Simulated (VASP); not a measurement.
Input of a VASP 6.6.1 run:

Contents of INCAR:

```
PREC = Accurate
ENCUT = 600
EDIFF = 1E-6
ISMEAR = 0
SIGMA = 0.1
LREAL = F
LASPH = T
NELM = 60
ALGO = Normal
ISIF = 3
LWAVE = F
LCHARG = F
GGA = PE
IBRION = 2
NSW = 90
EDIFFG = -0.04
```

File KPOINTS:

```
Automatic mesh
0
Gamma
  6 6 6
```

Contents of POSCAR:

```
Y2As
1.0
    1.9433599888      1.1219994126      5.8694443026
   -1.9433599888      1.1219994126      5.8694443026
    0.0000000000     -2.2439988253      5.8694443026
Y As
2 1
Direct
    0.7500000000      0.7500000000      0.7500000000
    0.2500000000      0.2500000000      0.2500000000
    0.0000000000      0.0000000000      0.0000000000
```

Potentials or basis: VASP PAW PBE potentials, release 64 (Y_sv, As).

The run is started by

```bash
$ cat potpaw_PBE.64/Y_sv/POTCAR potpaw_PBE.64/As/POTCAR > POTCAR
$ mpirun -np 1 vasp_std > vasp.out
```

**Question.** Estimate the relaxed volume.

**Answer.** 29.05 Å³/atom.

**Question.** What does it give for the relaxed cell?

**Answer.** a = 6.696 Å, b = 6.696 Å, c = 6.696 Å, α = 34.77°, β = 34.77°, γ = 34.77°.

**Question.** Predict the space group after relaxing (to 0.05 Å).

**Answer.** R-3m (No. 166).

Forces on the atoms (eV/Å):
```
Y    0.000  0.000  0.014
Y    0.000  0.000 -0.014
As   0.000  0.000  0.000
```
